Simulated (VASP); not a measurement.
# TiAl (P4/mmm) in VASP: notebook

The runs below take TiAl through single point, relaxation of cell and atoms, with LDA.

Everything below comes from runs of VASP 6.6.1. Logs are shortened: lines on timing, memory, paths and dates and some standing lists are left out, and cuts for length are marked.

### Step 1. The cell of the first run

Symmetry: P4/mmm, No. 123, tetragonal system. Conventional cell: a = 2.811 Å, b = 2.811 Å, c = 4.066 Å, α = 90.00°, β = 90.00°, γ = 90.00°. Within 3.7 Å of Ti (site symmetry 4/mmm) lie 4 Ti at 2.81 Å and 8 Al at 2.84 Å. Al (site symmetry 4/mmm) has 4 Al at 2.81 Å and 8 Ti at 2.84 Å within 3.7 Å.

### Step 2. Single point, LDA

INCAR reads:

```
SYSTEM = TiAl
ALGO = Normal
EDIFF = 1E-7
ENCUT = 520
GGA = CA
ISIF = 2
ISMEAR = 0
LASPH = .True.
LCHARG = .False.
LREAL = .False.
LWAVE = .False.
NBANDS = 14
NELM = 100
PREC = Accurate
SIGMA = 0.1
```

KPOINTS reads:

```
k-points
0
Gamma
  6 6 4
  0 0 0
```

POSCAR reads:

```
TiAl
1.0
    2.8107518100      0.0000000000      0.0000000000
    0.0000000000      2.8107518100      0.0000000000
    0.0000000000      0.0000000000      4.0664219200
Ti Al
1 1
Direct
    0.5000000000      0.5000000000      0.5000000000
    0.0000000000      0.0000000000      0.0000000000
```

Potentials or basis: VASP PAW LDA potentials, release 64 (Ti_sv, Al).

The run is started by

```sh
$ cat potpaw_LDA.64/Ti_sv/POTCAR potpaw_LDA.64/Al/POTCAR > POTCAR
$ mpirun -np 1 vasp_std > vasp.out
```

OUTCAR:

```text
SYSTEM = TiAl
   EDIFF = 1E-7
   ENCUT = 520
   GGA = CA
   ISIF = 2
   ISMEAR = 0
   LASPH = .True.
   LREAL = .False.
   NELM = 100
   PREC = Accurate

 ion  position               nearest neighbor table
   1  0.500  0.500  0.500-   2 2.84   2 2.84   2 2.84   2 2.84   2 2.84   2 2.84   2 2.84   2 2.84

   2  0.000  0.000  0.000-   1 2.84   1 2.84   1 2.84   1 2.84   1 2.84   1 2.84   1 2.84   1 2.84

  LATTYP: Found a simple tetragonal cell.
 ALAT       =     2.8107518100
 C/A-ratio  =     1.4467381665

  Lattice vectors:

 A1 = (   2.8107518100,   0.0000000000,   0.0000000000)
 A2 = (   0.0000000000,   2.8107518100,   0.0000000000)
 A3 = (   0.0000000000,   0.0000000000,   4.0664219200)

Analysis of symmetry for initial positions (statically):
=====================================================================
 Subroutine PRICEL returns:
 Original cell was already a primitive cell.

 Routine SETGRP: Setting up the symmetry group for a
 simple tetragonal supercell.

 Subroutine GETGRP returns: Found 16 space group operations
 (whereof 16 operations were pure point group operations)
 out of a pool of 16 trial point group operations.

The static configuration has the point symmetry D_4h.

Analysis of symmetry for dynamics (positions and initial velocities):
=====================================================================
 Subroutine PRICEL returns:
 Original cell was already a primitive cell.

 Routine SETGRP: Setting up the symmetry group for a
 simple tetragonal supercell.

 Subroutine GETGRP returns: Found 16 space group operations
 (whereof 16 operations were pure point group operations)
 out of a pool of 16 trial point group operations.

The dynamic configuration has the point symmetry D_4h.

 Subroutine INISYM returns: Found 16 space group operations
 (whereof 16 operations are pure point group operations),
 and found     1 'primitive' translations

----------------------------------------------------------------------------------------

                                     Primitive cell

  volume of cell :      32.1261

  direct lattice vectors                    reciprocal lattice vectors
     2.810751810  0.000000000  0.000000000     0.355776699  0.000000000  0.000000000
     0.000000000  2.810751810  0.000000000     0.000000000  0.355776699  0.000000000
     0.000000000  0.000000000  4.066421920     0.000000000  0.000000000  0.245916439

  length of vectors
     2.810751810  2.810751810  4.066421920     0.355776699  0.355776699  0.245916439

  position of ions in fractional coordinates (direct lattice)
     0.500000000  0.500000000  0.500000000
     0.000000000  0.000000000  0.000000000

  ion indices of the primitive-cell ions
   primitive index   ion index
                 1           1
                 2           2

----------------------------------------------------------------------------------------

 KPOINTS: k-points

Automatic generation of k-mesh.
 Grid dimensions read from file:
 generate k-points for:    6    6    4

 Generating k-lattice:

  Cartesian coordinates                     Fractional coordinates (reciprocal lattice)
     0.059296116  0.000000000  0.000000000     0.166666667  0.000000000  0.000000000
     0.000000000  0.059296116  0.000000000     0.000000000  0.166666667  0.000000000
     0.000000000  0.000000000  0.061479110     0.000000000  0.000000000  0.250000000

  Length of vectors
     0.059296116  0.059296116  0.061479110

  Shift w.r.t. Gamma in fractional coordinates (k-lattice)
     0.000000000  0.000000000  0.000000000

 Subroutine IBZKPT returns following result:
 ===========================================

 Found     30 irreducible k-points:

 Following reciprocal coordinates:
            Coordinates               Weight
  0.000000  0.000000  0.000000      1.000000
  0.166667  0.000000  0.000000      4.000000
  0.333333  0.000000  0.000000      4.000000
  0.500000  0.000000  0.000000      2.000000
  0.166667  0.166667  0.000000      4.000000
  0.333333  0.166667  0.000000      8.000000
[... 16 lines left out ...]
  0.333333  0.000000  0.500000      4.000000
  0.500000  0.000000  0.500000      2.000000
 [... further k-points ...]
   k-points           NKPTS =     30   k-points in BZ     NKDIM =     30   number of bands    NBANDS=     14
   number of dos      NEDOS =    301   number of ions     NIONS =      2
   total plane-waves  NPLWV =  17280
   dimension x,y,z NGX =    24 NGY =   24 NGZ =   30
   dimension x,y,z NGXF=    48 NGYF=   48 NGZF=   60
   ions per type =               1   1
   NGX,Y,Z   is equivalent  to a cutoff of  14.20, 14.20, 12.26 a.u.
   NGXF,Y,Z  is equivalent  to a cutoff of  28.39, 28.39, 24.53 a.u.
 SYSTEM =  TiAl
   PREC   = accura    normal or accurate (medium, high low for compatibility)
   ISTART =      0    job   : 0-new  1-cont  2-samecut
   ICHARG =      2    charge: 1-file 2-atom 10-const
   ISPIN  =      1    spin polarized calculation?
   LNONCOLLINEAR =      F non collinear calculations
   LSORBIT =      F    spin-orbit coupling
   LASPH  =      T    aspherical Exc in radial PAW
   ENCUT  =  520.0 eV  38.22 Ry    6.18 a.u.   5.23  5.23  7.56*2*pi/ulx,y,z
   NELM   =    100;   NELMIN=  2; NELMDL= -5     # of ELM steps
   EDIFF  = 0.1E-06   stopping-criterion for ELM
   LREAL  =      F    real-space projection
   EDIFFG = 0.1E-05   stopping-criterion for IOM
   NSW    =      0    number of steps for IOM
   IBRION =     -1    ionic relax: 0-MD 1-quasi-New 2-CG
   NFREE  =      0    steps in history (QN), initial steepest desc. (CG)
   ISIF   =      2    stress and relaxation
   ISYM   =      2    0-nonsym 1-usesym 2-fastsym
   POTIM  = 0.5000    time-step for ionic-motion
   TEBEG  =    0.0;   TEEND  =   0.0 temperature during run
   PSTRESS=    0.0 pullay stress
   NELECT =      15.0000    total number of electrons
   NUPDOWN=      -1.0000    fix difference up-down
   EMIN   =  10.00;   EMAX   =-10.00  energy-range for DOS
   EFERMI =   0.00;   METHOD = LEGACY
   ISMEAR =     0;   SIGMA  =   0.10  broadening in eV -4-tet -1-fermi 0-gaus
   EFERMI_NEDOS =   21; number of points for ismear=-14 and -15
   IALGO  =     38    algorithm
   IMIX   =      4    mixing-type and parameters
     AMIX     =   0.40;   BMIX     =  1.00
     AMIX_MAG =   1.60;   BMIX_MAG =  1.00
  volume/ion in A,a.u.               =      16.06       108.40
  Fermi-wavevector in a.u.,A,eV,Ry     =   1.270046  2.400039 21.946425  1.613017
  Thomas-Fermi vector in A             =   2.403054
   LORBIT       =      0    0 simple, 1 ext, 2 COOP (PROOUT), +10 PAW based schemes
   GGA     = CA    functional components
   LHFCALC =     F    Hartree Fock is set to
   AEXX    =    0.0000 exact exchange contribution
   IVDW    =     0    specifies the selected vdW correction
   LEPSILON=     F    determine dielectric tensor
   LRPA    =     F    only Hartree local field effects (RPA)
 non-spin polarized calculation
 Gauss-broadening in eV      SIGMA  =   0.10
  energy-cutoff  :      520.00
  volume of cell :       32.13
 maximum number of plane-waves:       888
 NGX is ok and might be reduce to    24
   NGX = 11   NGY = 11   NGZ = 15

 number of electron      14.9999999 magnetization

 Free energy of the ion-electron system (eV)
  ---------------------------------------------------
  ext. energy  EPLUGINS =         0.00000000
  ---------------------------------------------------
  free energy    TOTEN  =       -13.56340313 eV

  energy without entropy =      -13.55663060  energy(sigma->0) =      -13.56001687

 E-fermi :   8.1912     XC(G=0): -11.3085

 val. band max:        8.1378354666   @ k =   0.1667   0.0000   0.2500
 cond. band min:       8.2431655483   @ k =   0.1667   0.1667   0.2500
 fundamental gap:      0.1053300817
 Fermi energy:         8.1911630401

 k-point     1 :       0.0000    0.0000    0.0000
  band No.  band energies     occupation
      1     -47.7992      2.00000
      2     -24.5818      2.00000
      3     -24.1155      2.00000
      4     -24.1155      2.00000
      5      -0.8226      2.00000
      6       6.2594      2.00000
      7       7.2839      2.00000
      8       7.8608      2.00000
      9      10.2820      0.00000
     10      10.2820      0.00000
     11      11.4017      0.00000
     12      14.3349      0.00000
     13      16.6388      0.00000
     14      16.6388      0.00000

 k-point     2 :       0.1667    0.0000    0.0000
  band No.  band energies     occupation
      1     -47.7832      2.00000
      2     -24.5663      2.00000
      3     -24.2459      2.00000
      4     -24.1043      2.00000
      5      -0.2763      2.00000
      6       6.6710      2.00000
      7       7.4106      2.00000
      8       7.4410      2.00000
      9      10.3689      0.00000
     10      10.8720      0.00000
     11      10.9302      0.00000
     12      13.1012      0.00000
     13      14.3664      0.00000
     14      17.2979      0.00000

 k-point     3 :       0.3333    0.0000    0.0000
  band No.  band energies     occupation
      1     -47.7510      2.00000
      2     -24.5351      2.00000
      3     -24.5008      2.00000
      4     -24.0816      2.00000
      5       1.2902      2.00000
      6       6.3952      2.00000
      7       6.7171      2.00000
      8       7.4925      2.00000
      9      10.1568      0.00000
     10      10.5488      0.00000
     11      11.6288      0.00000
     12      12.1987      0.00000
     13      14.1475      0.00000
     14      18.0734      0.00000
[... 324 lines left out ...]
 k-point    23 :       0.3333    0.0000    0.5000
  band No.  band energies     occupation
      1     -47.7504      2.00000
      2     -24.5494      2.00000
      3     -24.4985      2.00000
      4     -24.0810      2.00000
      5       2.1665      2.00000
      6       5.1243      2.00000
      7       6.8383      2.00000
      8       7.9968      1.99403
      9       9.3621      0.00000
     10      10.2060      0.00000
     11      10.2970      0.00000
     12      12.6371      0.00000
     13      14.8946      0.00000
     14      19.4099      0.00000

 k-point    24 :       0.5000    0.0000    0.5000
  band No.  band energies     occupation
      1     -47.7342      2.00000
      2     -24.6226      2.00000
      3     -24.5324      2.00000
      4     -24.0696      2.00000
      5       3.2637      2.00000
      6       5.3252      2.00000
      7       6.9621      2.00000
      8       7.1282      2.00000
      9       9.4655      0.00000
     10       9.8728      0.00000
     11      10.4245      0.00000
     12      11.9331      0.00000
     13      13.9130      0.00000
     14      20.4959      0.00000

 [... further k-points ...]

------------------------ aborting loop because EDIFF is reached ----------------------------------------

  FORCE on cell =-STRESS in cart. coord.  units (eV):
  Direction    XX          YY          ZZ          XY          YZ          ZX
  --------------------------------------------------------------------------------------
  -------------------------------------------------------------------------------------
  Total       -1.0662970     -1.0662970     -1.0678103      0.0000000     -0.0000000      0.0000000
  in kB      -53.1779184    -53.1779184    -53.2533905      0.0000000     -0.0000000      0.0000000
  external PRESSURE =     -53.2030758 kB  Pullay stress =       0.0000000 kB

 VOLUME and BASIS-vectors are now :
 -----------------------------------------------------------------------------
  energy-cutoff  :      520.00
  volume of cell :       32.13
      direct lattice vectors                 reciprocal lattice vectors
     2.810751810  0.000000000  0.000000000     0.355776699  0.000000000  0.000000000
     0.000000000  2.810751810  0.000000000     0.000000000  0.355776699  0.000000000
     0.000000000  0.000000000  4.066421920     0.000000000  0.000000000  0.245916439

 POSITION                                       TOTAL-FORCE (eV/Angst)
 -----------------------------------------------------------------------------------
      1.40538      1.40538      2.03321         0.000000      0.000000      0.000000
      0.00000      0.00000      0.00000         0.000000      0.000000      0.000000
 -----------------------------------------------------------------------------------
    total drift:                                0.000000      0.000000     -0.000000

  FREE ENERGIE OF THE ION-ELECTRON SYSTEM (eV)
  ---------------------------------------------------
  free  energy   TOTEN  =       -13.5634031313 eV

  energy  without entropy=      -13.5566306001  energy(sigma->0) =      -13.56001687
```

Run time: 5.1 s. Hardware: 1 thread of Intel Xeon 6975P-C (Granite Rapids), shared host; peak memory 0.13 GiB.

Results:

```yaml
Free_energy: -13.5634 eV
Pressure: -5.3 GPa
Band_gap_on_the_k_mesh: zero (an odd number of electrons rules out a gap without spin polarisation)
```

Levels at points of the mesh, in eV from the Fermi level:
```
           k point  band 5  band 6  band 7  band 8  band 9  band 10  band 11  band 12
(0.00, 0.00, 0.00)   -9.01   -1.93   -0.91   -0.33    2.09     2.09     3.21     6.14
(0.50, 0.00, 0.00)   -4.50   -4.49   -1.77   -0.33    1.63     2.45     4.32     5.15
(0.50, 0.50, 0.00)   -3.24   -0.42   -0.38   -0.38   -0.29    -0.29     4.22     4.91
(0.00, 0.00, 0.50)   -7.53   -5.25   -0.75    0.52    1.75     1.75     3.22     8.04
(0.50, 0.00, 0.50)   -4.93   -2.87   -1.23   -1.06    1.27     1.68     2.23     3.74
(0.50, 0.50, 0.50)   -2.59   -2.28   -2.28    1.79    2.04     2.82     4.23     4.27
```

Caveat: the k points lie up to 0.39 Å⁻¹ apart, too coarse for converged energies and pressures of a metal.

### Step 3. Single point, LDA

This run uses another cell than the first one, of 15.29 Å³/atom.

INCAR reads:

```
  PREC = Accurate
  ENCUT = 520
  EDIFF = 1E-6
  ISMEAR = 0
  SIGMA = 0.1
  LREAL = False
  LASPH = True
  NELM = 80
  ALGO = Fast
  ISIF = 2
  LWAVE = False
  LCHARG = False
  GGA = CA
  NBANDS = 14
```

KPOINTS reads:

```
regular mesh
0
Gamma
  12 12 10
```

POSCAR reads:

```
TiAl
1.0
    2.7675528099      0.0000000000      0.0000000000
    0.0000000000      2.7675528099      0.0000000000
    0.0000000000      0.0000000000      3.9932926264
Ti Al
1 1
Direct
    0.5000000000      0.5000000000      0.5000000000
    0.0000000000      0.0000000000      0.0000000000
```

Potentials or basis: VASP PAW LDA potentials, release 64 (Ti_sv, Al).

The run is started by

```sh
$ cat potpaw_LDA.64/Ti_sv/POTCAR potpaw_LDA.64/Al/POTCAR > POTCAR
$ mpirun -np 1 vasp_std > vasp.out
```

It took 47 s on 1 thread of Intel Xeon 6975P-C (Granite Rapids), shared host; peak memory 0.19 GiB.

Results (log left out):

| Item | Value |
| --- | --- |
| Free energy | -13.5921 eV |
| Pressure | 0.1 GPa |
| Band gap on the k mesh | zero (an odd number of electrons rules out a gap without spin polarisation) |

Levels at points of the mesh, in eV from the Fermi level:
```csv
k point,band 4,band 5,band 6,band 7,band 8,band 9,band 10,band 11,band 12,band 13
"(0.00, 0.00, 0.00)",-32.09,-9.22,-1.97,-0.91,-0.22,2.29,2.29,3.49,6.61,8.80
"(0.50, 0.00, 0.00)",-32.03,-4.63,-4.51,-1.81,-0.28,1.79,2.69,4.79,5.37,5.60
"(0.50, 0.50, 0.00)",-32.44,-3.35,-0.45,-0.35,-0.35,-0.27,-0.27,4.57,5.41,6.28
"(0.00, 0.00, 0.50)",-32.09,-7.66,-5.31,-0.73,0.63,1.92,1.92,3.50,8.13,9.64
"(0.50, 0.00, 0.50)",-32.03,-5.04,-2.94,-1.19,-0.99,1.43,1.84,2.44,4.11,6.14
"(0.50, 0.50, 0.50)",-32.45,-2.70,-2.37,-2.37,2.08,2.26,2.84,4.51,4.51,5.35
```

(Part 1 of 2 ends here.)
